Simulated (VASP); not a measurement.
# Mo (Im-3m) in VASP: a series of runs

The runs below take Mo through single point, with PBE.

Program: VASP 6.6.1. These are calculated values, not measurements. Logs are shortened: lines on timing, memory, paths and dates and some standing lists are left out, and cuts for length are marked.

**1. The cell of the first run**

The structure is cubic, space group Im-3m (No. 229). Conventional cell: a = 3.163 Å, b = 3.163 Å, c = 3.163 Å, α = 90.00°, β = 90.00°, γ = 90.00°. Within 3.6 Å of Mo (site symmetry m-3m) lie 14 Mo at 2.74 to 3.16 Å.

**2. Single point, PBE**

File INCAR:

```
  PREC = Accurate
  ENCUT = 520
  EDIFF = 1E-7
  ISMEAR = 0
  SIGMA = 0.2
  LREAL = False
  LASPH = True
  NELM = 60
  ALGO = Normal
  ISIF = 2
  LWAVE = False
  LCHARG = True
  GGA = PE
  LELF = True
  LVHAR = True
  NBANDS = 13
```

File KPOINTS:

```
regular mesh
0
Gamma
  14 14 14
```

File POSCAR:

```
Mo
1.0
   -1.5813793950      1.5813793950      1.5813793950
    1.5813793950     -1.5813793950      1.5813793950
    1.5813793950      1.5813793950     -1.5813793950
Mo
1
Direct
    0.0000000000      0.0000000000      0.0000000000
```

Potentials or basis: VASP PAW PBE potentials, release 64 (Mo_sv).

Started as:

```
$ cat potpaw_PBE.64/Mo_sv/POTCAR > POTCAR
$ mpirun -np 1 vasp_std > vasp.out
```

OUTCAR:

```text
PREC = Accurate
   ENCUT = 520
   EDIFF = 1E-7
   ISMEAR = 0
   LREAL = False
   LASPH = True
   NELM = 60
   ISIF = 2
   GGA = PE

 ion  position               nearest neighbor table
   1  0.000  0.000  0.000-

  LATTYP: Found a body centered cubic cell.
 ALAT       =     3.1627587900

  Lattice vectors:

 A1 = (  -1.5813793950,   1.5813793950,   1.5813793950)
 A2 = (   1.5813793950,  -1.5813793950,   1.5813793950)
 A3 = (   1.5813793950,   1.5813793950,  -1.5813793950)

Analysis of symmetry for initial positions (statically):
=====================================================================
 Subroutine PRICEL returns:
 Original cell was already a primitive cell.

 Routine SETGRP: Setting up the symmetry group for a
 body centered cubic supercell.

 Subroutine GETGRP returns: Found 48 space group operations
 (whereof 48 operations were pure point group operations)
 out of a pool of 48 trial point group operations.

The static configuration has the point symmetry O_h .

Analysis of symmetry for dynamics (positions and initial velocities):
=====================================================================
 Subroutine PRICEL returns:
 Original cell was already a primitive cell.

 Routine SETGRP: Setting up the symmetry group for a
 body centered cubic supercell.

 Subroutine GETGRP returns: Found 48 space group operations
 (whereof 48 operations were pure point group operations)
 out of a pool of 48 trial point group operations.

The dynamic configuration has the point symmetry O_h .

 Subroutine INISYM returns: Found 48 space group operations
 (whereof 48 operations are pure point group operations),
 and found     1 'primitive' translations

----------------------------------------------------------------------------------------

                                     Primitive cell

  volume of cell :      15.8186

  direct lattice vectors                    reciprocal lattice vectors
    -1.581379395  1.581379395  1.581379395     0.000000000  0.316179660  0.316179660
     1.581379395 -1.581379395  1.581379395     0.316179660  0.000000000  0.316179660
     1.581379395  1.581379395 -1.581379395     0.316179660  0.316179660  0.000000000

  length of vectors
     2.739029458  2.739029458  2.739029458     0.447145564  0.447145564  0.447145564

  position of ions in fractional coordinates (direct lattice)
     0.000000000  0.000000000  0.000000000

  ion indices of the primitive-cell ions
   primitive index   ion index
                 1           1

----------------------------------------------------------------------------------------

 KPOINTS: regular mesh

Automatic generation of k-mesh.
 Grid dimensions read from file:
 generate k-points for:   14   14   14

 Generating k-lattice:

  Cartesian coordinates                     Fractional coordinates (reciprocal lattice)
     0.000000000  0.022584261  0.022584261     0.071428571  0.000000000  0.000000000
     0.022584261  0.000000000  0.022584261     0.000000000  0.071428571  0.000000000
     0.022584261  0.022584261  0.000000000     0.000000000  0.000000000  0.071428571

  Length of vectors
     0.031938969  0.031938969  0.031938969

  Shift w.r.t. Gamma in fractional coordinates (k-lattice)
     0.000000000  0.000000000  0.000000000

 Subroutine IBZKPT returns following result:
 ===========================================

 Found    104 irreducible k-points:

 Following reciprocal coordinates:
            Coordinates               Weight
  0.000000  0.000000  0.000000      1.000000
  0.071429  0.000000  0.000000     12.000000
  0.142857  0.000000  0.000000     12.000000
  0.214286  0.000000  0.000000     12.000000
  0.285714  0.000000  0.000000     12.000000
  0.357143  0.000000  0.000000     12.000000
[... 16 lines left out ...]
  0.285714  0.285714  0.000000     24.000000
  0.357143  0.285714  0.000000     24.000000
 [... further k-points ...]
   k-points           NKPTS =    104   k-points in BZ     NKDIM =    104   number of bands    NBANDS=     13
   number of dos      NEDOS =    301   number of ions     NIONS =      1
   total plane-waves  NPLWV =   8000
   dimension x,y,z NGX =    20 NGY =   20 NGZ =   20
   dimension x,y,z NGXF=    40 NGYF=   40 NGZF=   40
   ions per type =               1
   NGX,Y,Z   is equivalent  to a cutoff of  12.14, 12.14, 12.14 a.u.
   NGXF,Y,Z  is equivalent  to a cutoff of  24.28, 24.28, 24.28 a.u.
 SYSTEM =  unknown system
   PREC   = accura    normal or accurate (medium, high low for compatibility)
   ISTART =      0    job   : 0-new  1-cont  2-samecut
   ICHARG =      2    charge: 1-file 2-atom 10-const
   ISPIN  =      1    spin polarized calculation?
   LNONCOLLINEAR =      F non collinear calculations
   LSORBIT =      F    spin-orbit coupling
   LASPH  =      T    aspherical Exc in radial PAW
   ENCUT  =  520.0 eV  38.22 Ry    6.18 a.u.   5.09  5.09  5.09*2*pi/ulx,y,z
   NELM   =     60;   NELMIN=  2; NELMDL= -5     # of ELM steps
   EDIFF  = 0.1E-06   stopping-criterion for ELM
   LREAL  =      F    real-space projection
   EDIFFG = 0.1E-05   stopping-criterion for IOM
   NSW    =      0    number of steps for IOM
   IBRION =     -1    ionic relax: 0-MD 1-quasi-New 2-CG
   NFREE  =      0    steps in history (QN), initial steepest desc. (CG)
   ISIF   =      2    stress and relaxation
   ISYM   =      2    0-nonsym 1-usesym 2-fastsym
   POTIM  = 0.5000    time-step for ionic-motion
   TEBEG  =    0.0;   TEEND  =   0.0 temperature during run
   PSTRESS=    0.0 pullay stress
   NELECT =      14.0000    total number of electrons
   NUPDOWN=      -1.0000    fix difference up-down
   EMIN   =  10.00;   EMAX   =-10.00  energy-range for DOS
   EFERMI =   0.00;   METHOD = LEGACY
   ISMEAR =     0;   SIGMA  =   0.20  broadening in eV -4-tet -1-fermi 0-gaus
   EFERMI_NEDOS =   21; number of points for ismear=-14 and -15
   IALGO  =     38    algorithm
   IMIX   =      4    mixing-type and parameters
     AMIX     =   0.40;   BMIX     =  1.00
     AMIX_MAG =   1.60;   BMIX_MAG =  1.00
  volume/ion in A,a.u.               =      15.82       106.75
  Fermi-wavevector in a.u.,A,eV,Ry     =   1.571791  2.970254 33.613555  2.470527
  Thomas-Fermi vector in A             =   2.673322
   LORBIT       =      0    0 simple, 1 ext, 2 COOP (PROOUT), +10 PAW based schemes
   GGA     = PE    functional components
   LHFCALC =     F    Hartree Fock is set to
   AEXX    =    0.0000 exact exchange contribution
   IVDW    =     0    specifies the selected vdW correction
   LEPSILON=     F    determine dielectric tensor
   LRPA    =     F    only Hartree local field effects (RPA)
 non-spin polarized calculation
 Gauss-broadening in eV      SIGMA  =   0.20
  energy-cutoff  :      520.00
  volume of cell :       15.82
 maximum number of plane-waves:       438
   NGX = 11   NGY = 11   NGZ = 11

 number of electron      14.0000004 magnetization

 Free energy of the ion-electron system (eV)
  ---------------------------------------------------
  ext. energy  EPLUGINS =         0.00000000
  ---------------------------------------------------
  free energy    TOTEN  =       -10.93288668 eV

  energy without entropy =      -10.91348192  energy(sigma->0) =      -10.92318430

 E-fermi :  12.4305     XC(G=0): -13.3255

 val. band max:       12.4284613399   @ k =  -0.2857   0.3571   0.1429
 cond. band min:      12.4574678205   @ k =  -0.3571   0.3571   0.2857
 fundamental gap:      0.0290064806
 Fermi energy:        12.4305384322

 k-point     1 :       0.0000    0.0000    0.0000
  band No.  band energies     occupation
      1     -48.8886      2.00000
      2     -22.1812      2.00000
      3     -22.1812      2.00000
      4     -22.1812      2.00000
      5       5.2066      2.00000
      6      11.0546      2.00000
      7      11.0546      2.00000
      8      11.0546      2.00000
      9      14.0371      0.00000
     10      14.0371      0.00000
     11      27.2173      0.00000
     12      27.2173      0.00000
     13      27.2173      0.00000

 k-point     2 :       0.0714    0.0000    0.0000
  band No.  band energies     occupation
      1     -48.8764      2.00000
      2     -22.2525      2.00000
      3     -22.2032      2.00000
      4     -22.1817      2.00000
      5       5.4287      2.00000
      6      10.9304      2.00000
      7      11.0331      2.00000
      8      11.2628      2.00000
      9      13.8587      0.00000
     10      14.0408      0.00000
     11      27.3795      0.00000
     12      27.5917      0.00000
     13      27.6418      0.00000

 k-point     3 :       0.1429    0.0000    0.0000
  band No.  band energies     occupation
      1     -48.8420      2.00000
      2     -22.4494      2.00000
      3     -22.2646      2.00000
      4     -22.1831      2.00000
      5       6.0398      2.00000
      6      10.6011      2.00000
      7      10.9307      2.00000
      8      11.8730      1.99992
      9      13.5434      0.00000
     10      14.0647      0.00000
     11      27.6838      0.00000
     12      28.5384      0.00000
     13      28.6646      0.00000

 k-point     4 :       0.2143    0.0000    0.0000
  band No.  band energies     occupation
      1     -48.7919      2.00000
      2     -22.7269      2.00000
      3     -22.3522      2.00000
      4     -22.1852      2.00000
      5       6.8336      2.00000
      6      10.1661      2.00000
      7      10.7993      2.00000
      8      12.8400      0.00379
      9      13.4492      0.00000
     10      14.1356      0.00000
     11      27.5466      0.00000
     12      28.8348      0.00000
     13      30.3125      0.00000

 k-point     5 :       0.2857    0.0000    0.0000
  band No.  band energies     occupation
      1     -48.7358      2.00000
      2     -23.0261      2.00000
      3     -22.4479      2.00000
      4     -22.1876      2.00000
      5       7.3713      2.00000
      6       9.7287      2.00000
      7      11.0843      2.00000
      8      13.6335      0.00000
      9      14.0766      0.00000
     10      14.2691      0.00000
     11      26.6365      0.00000
     12      27.7687      0.00000
     13      32.3786      0.00000
[... 257 lines left out ...]
 k-point    22 :       0.3571    0.2143    0.0000
  band No.  band energies     occupation
      1     -48.6172      2.00000
      2     -23.3402      2.00000
      3     -22.8263      2.00000
      4     -22.3261      2.00000
      5       8.2522      2.00000
      6       9.4155      2.00000
      7      11.2120      2.00000
      8      13.9384      0.00000
      9      14.9945      0.00000
     10      19.8320      0.00000
     11      23.0654      0.00000
     12      25.1439      0.00000
     13      28.6936      0.00000

 k-point    23 :       0.2857    0.2857    0.0000
  band No.  band energies     occupation
      1     -48.6145      2.00000
      2     -23.2663      2.00000
      3     -22.9085      2.00000
      4     -22.3423      2.00000
      5       8.5524      2.00000
      6       9.5962      2.00000
      7      10.6530      2.00000
      8      14.0230      0.00000
      9      14.8136      0.00000
     10      20.3486      0.00000
     11      23.1368      0.00000
     12      24.7524      0.00000
     13      29.2013      0.00000

 k-point    24 :       0.3571    0.2857    0.0000
  band No.  band energies     occupation
      1     -48.6065      2.00000
      2     -23.2154      2.00000
      3     -23.0089      2.00000
      4     -22.3494      2.00000
      5       8.5844      2.00000
      6       9.7611      2.00000
      7      10.4985      2.00000
      8      14.2552      0.00000
      9      14.7344      0.00000
     10      21.6533      0.00000
     11      22.4451      0.00000
     12      23.7739      0.00000
     13      29.5135      0.00000

 [... further k-points ...]

------------------------ aborting loop because EDIFF is reached ----------------------------------------

  FORCE on cell =-STRESS in cart. coord.  units (eV):
  Direction    XX          YY          ZZ          XY          YZ          ZX
  --------------------------------------------------------------------------------------
  -------------------------------------------------------------------------------------
  Total        0.0525904      0.0525904      0.0525904      0.0000000      0.0000000      0.0000000
  in kB        5.3265849      5.3265849      5.3265849      0.0000000      0.0000000      0.0000000
  external PRESSURE =       5.3265849 kB  Pullay stress =       0.0000000 kB

 VOLUME and BASIS-vectors are now :
 -----------------------------------------------------------------------------
  energy-cutoff  :      520.00
  volume of cell :       15.82
      direct lattice vectors                 reciprocal lattice vectors
    -1.581379395  1.581379395  1.581379395     0.000000000  0.316179660  0.316179660
     1.581379395 -1.581379395  1.581379395     0.316179660  0.000000000  0.316179660
     1.581379395  1.581379395 -1.581379395     0.316179660  0.316179660  0.000000000

 POSITION                                       TOTAL-FORCE (eV/Angst)
 -----------------------------------------------------------------------------------
      0.00000      0.00000      0.00000         0.000000      0.000000      0.000000
 -----------------------------------------------------------------------------------
    total drift:                                0.000000     -0.000000      0.000000

  FREE ENERGIE OF THE ION-ELECTRON SYSTEM (eV)
  ---------------------------------------------------
  free  energy   TOTEN  =       -10.9328866797 eV

  energy  without entropy=      -10.9134819236  energy(sigma->0) =      -10.92318430
```

It took 12 s on 1 thread of Intel Xeon 6975P-C, shared host; peak memory 0.14 GiB.

Results:

```
Free energy            : -10.9329 eV
Pressure               : 0.5 GPa
Band gap on the k mesh : zero (band 7 reaches 16.31 eV, above the bottom of band 8 at 11.05 eV)
```

Levels at points of the mesh, in eV from the Fermi level:
| k point | band 3 | band 4 | band 5 | band 6 | band 7 | band 8 | band 9 | band 10 | band 11 | band 12 |
| --- | --- | --- | --- | --- | --- | --- | --- | --- | --- | --- |
| (0.00, 0.00, 0.00) | -34.61 | -34.61 | -7.22 | -1.38 | -1.38 | -1.38 | 1.61 | 1.61 | 14.79 | 14.79 |
| (0.50, 0.00, 0.00) | -35.04 | -34.62 | -5.28 | -3.38 | 1.55 | 1.63 | 2.25 | 4.62 | 11.43 | 11.91 |
| (0.50, 0.50, 0.50) | -35.54 | -35.54 | -5.38 | -5.38 | 3.88 | 3.88 | 3.88 | 8.94 | 8.94 | 8.94 |

**3. Single point, PBE**

File INCAR:

```
SYSTEM = Mo
PREC = Accurate ; ENCUT = 520
EDIFF = 1E-6 ; ISMEAR = 0
SIGMA = 0.3 ; LREAL = .False.
LASPH = .True. ; NELM = 80
ALGO = Normal ; ISIF = 2
LWAVE = .False. ; LCHARG = .False.
GGA = PE ; NBANDS = 13
```

File KPOINTS:

```
Automatic mesh
0
Gamma
  14 14 14
  0 0 0
```

POSCAR is that of step 2.

Potentials or basis: VASP PAW PBE potentials, release 64 (Mo_sv).

Started as:

```
$ cat potpaw_PBE.64/Mo_sv/POTCAR > POTCAR
$ mpirun -np 1 vasp_std > vasp.out
```

It took 9.9 s on 1 thread of Intel Xeon 6975P-C, shared host; peak memory 0.14 GiB.

It converged, with:

```
Free energy            : -10.9439 eV
Pressure               : 0.4 GPa
Band gap on the k mesh : zero (band 7 reaches 16.31 eV, above the bottom of band 8 at 11.06 eV)
```

Levels at points of the mesh, in eV from the Fermi level:
```csv
k point,band 4,band 5,band 6,band 7,band 8,band 9,band 10,band 11
"(0.00, 0.00, 0.00)",-34.59,-7.21,-1.36,-1.36,-1.36,1.63,1.63,14.80
"(0.50, 0.00, 0.00)",-34.60,-5.27,-3.36,1.57,1.65,2.27,4.64,11.45
"(0.50, 0.50, 0.50)",-35.52,-5.36,-5.36,3.90,3.90,3.90,8.96,8.96
```

(Part 1 of 2 ends here.)
